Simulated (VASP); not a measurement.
The system is PbS.

```xyz
2
Lattice="2.0985 1.2116 3.4287 -2.0985 1.2116 3.4287 0.0000 -2.4231 3.4287" Properties=species:S:1:pos:R:3 pbc="T T T"
Pb    0.0000    0.0000   10.0863
S     0.0000    0.0000    4.8863
```

This cell differs from its parent crystal: volume scaled by 0.98.

Base run:

```yaml
Program: VASP 6.6.1
Functional: PBE
Potentials_or_basis: VASP PAW PBE potentials, release 64 (Pb_d, S)
Cutoff: 520 eV
k_mesh: 8 × 8 × 8
Occupations: fermi-dirac, width 0.05 eV
Spin: no spin polarisation
```

Its results: band gap on the k mesh 0.39 eV, direct; pressure 2.0 GPa; largest force 0.030 eV/Å.

Question: The run is repeated on the same cell with these changes: functional from PBE to PBEsol. What comes out?

Answer: Band gap on the k mesh 0.29 eV, direct; pressure -1.0 GPa; largest force 0.018 eV/Å.

PBEsol binds more tightly than PBE, so the same cell stands under less pressure.

Caveats: spin-orbit coupling is left out, which moves the levels of the heavy elements; the PAW data sets were made with another functional, which shifts forces and pressure a little (some runs).

A k mesh can miss the band edges.
